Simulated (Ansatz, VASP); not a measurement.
## GaP: VASP beside Ansatz

```
CELL_PARAMETERS angstrom
2.00154 1.15559 6.81743
-2.00154 1.15559 6.81743
0.00000 -2.31118 6.81743
ATOMIC_POSITIONS crystal
Ga 0.44394 0.44394 0.44394
Ga 0.55606 0.55606 0.55606
P 0.06427 0.06427 0.06427
P 0.93573 0.93573 0.93573
```

Alike in both runs: task single point; functional PBEsol; k mesh 9 × 9 × 9; occupations gaussian, width 0.02 eV; no spin polarisation.

|  | VASP | Ansatz |
| --- | --- | --- |
| version | VASP 6.6.1 | Ansatz 0.2.0 |
| potentials or method | VASP PAW PBE potentials, release 64 (Ga_d, P), cutoff 520 eV | scalar-relativistic, plane waves, PAW |
| valence electrons in the cell | 36 | 36 |

|  | VASP | Ansatz | Ansatz less VASP |
| --- | --- | --- | --- |
| gap on the k mesh at the Fermi level (eV) | none | none | - |
| pressure (GPa) | -7.9 | -7.9 | 0.00 |
| traceless stress, the component that is largest in VASP (GPa) | 0.20 | 0.21 | +0.011 |
| rms of the force components (eV/Å) | 1.056 | 1.056 | 0.0000 |

VASP's potentials were made for PBE, not for PBEsol. Atom by atom the forces differ by 0.001 eV/Å (rms over components). A gap of «none» marks a metal or a gap that the smearing closes.
